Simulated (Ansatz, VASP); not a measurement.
Two plane-wave programs on NbP

POSCAR

```
NbP
1.0
   -1.6749232544      1.6749232544      5.7401081759
    1.6749232544     -1.6749232544      5.7401081759
    1.6749232544      1.6749232544     -5.7401081759
Nb P
2 2
Direct
    0.2498808000      0.7498808000      0.5000000000
    0.4998808000      0.4998808000      0.0000000000
    0.8327477700      0.3327477700      0.5000000000
    0.0827477700      0.0827477700      0.0000000000
```

INCAR.step1

```
PREC = Accurate
ENCUT = 520
ISMEAR = -1
SIGMA = 0.05
LREAL = F
LASPH = T
NELM = 80
NBANDS = 26
GGA = PE
ALGO = Normal
EDIFF = 1E-4
LWAVE = T
LCHARG = F
```

The input INCAR.step2:

```
PREC = Accurate
ENCUT = 520
EDIFF = 1E-6
ISMEAR = -1
SIGMA = 0.05
LREAL = F
LASPH = T
NELM = 80
ALGO = Normal
ISIF = 2
LWAVE = F
LCHARG = F
METAGGA = R2SCAN
LMIXTAU = T
NBANDS = 26
ISTART = 1
```

KPOINTS

```
regular mesh
0
Gamma
  9 9 9
```

Contents of input.yaml:

```yaml
crystal:
  lattice:
    - [-1.6749232544, 1.6749232544, 5.7401081759]
    - [1.6749232544, -1.6749232544, 5.7401081759]
    - [1.6749232544, 1.6749232544, -5.7401081759]
  atoms:
    - { symbol: Nb, position: [0.2498808, 0.7498808, 0.5] }
    - { symbol: Nb, position: [0.4998808, 0.4998808, 0.0] }
    - { symbol: P, position: [0.83274777, 0.33274777, 0.5] }
    - { symbol: P, position: [0.08274777, 0.08274777, 0.0] }
hamiltonian:
  xc: r2scan
  pseudopotentials: { kind: paw }
kpoints:
  mp_grid: { grid: [9, 9, 9] }
  band_path:
    path:
      - [[0.0, 0.0, 0.0], [-0.5, 0.5, 0.0], [-0.5, 0.5, -0.0425715708], [-0.2712857854, 0.2712857854, -0.2712857854], [0.0, 0.0, 0.0], [0.5, 0.5, -0.5], [0.2712857854, 0.7287142146, -0.7287142146], [0.0, 0.5, -0.5], [-0.25, 0.75, -0.25], [0.0425715708, 0.9574284292, -0.5], [0.5, 0.5, -0.5]]
      - [[-0.5, 0.5, 0.0], [-0.25, 0.75, -0.25]]
    npoints: 14
scf:
  occupations: { method: fermi_dirac, width: 0.05 }
  n_extra_bands: 10
output:
  forces: true
  stress: true
  eigenvalues: true
  fatbands: false
```

Alike in both runs: functional r2SCAN; k mesh 9 × 9 × 9; occupations fermi-dirac, width 0.05 eV; no spin polarisation.

```csv
,VASP,Ansatz
version,VASP 6.6.1,Ansatz 0.2.0
potentials or method,"VASP PAW PBE potentials, release 64 (Nb_sv, P)",Ansatz PAW
plane-wave cutoff (eV),520,500
valence electrons in the cell,36,36
task,single point,band structure
```

Ansatz gave:

```
gap on the k mesh at the Fermi level (eV)                     : none
pressure (GPa)                                                : -1.6
traceless stress, the component that is largest in VASP (GPa) : 0.32
rms of the force components (eV/Å)                            : 0.006
```

**Question.** Which values does VASP return?

**Answer.** gap on the k mesh at the Fermi level (eV): none; pressure (GPa): -2.0; traceless stress, the component that is largest in VASP (GPa): 0.36; rms of the force components (eV/Å): 0.007.

VASP's potentials were made for PBE, not for r2SCAN. Atom by atom the forces differ by 0.001 eV/Å (rms over components). A gap of «none» marks a metal or a gap that the smearing closes. The functional is the same, so the differences come from potentials, cutoffs and numerics.
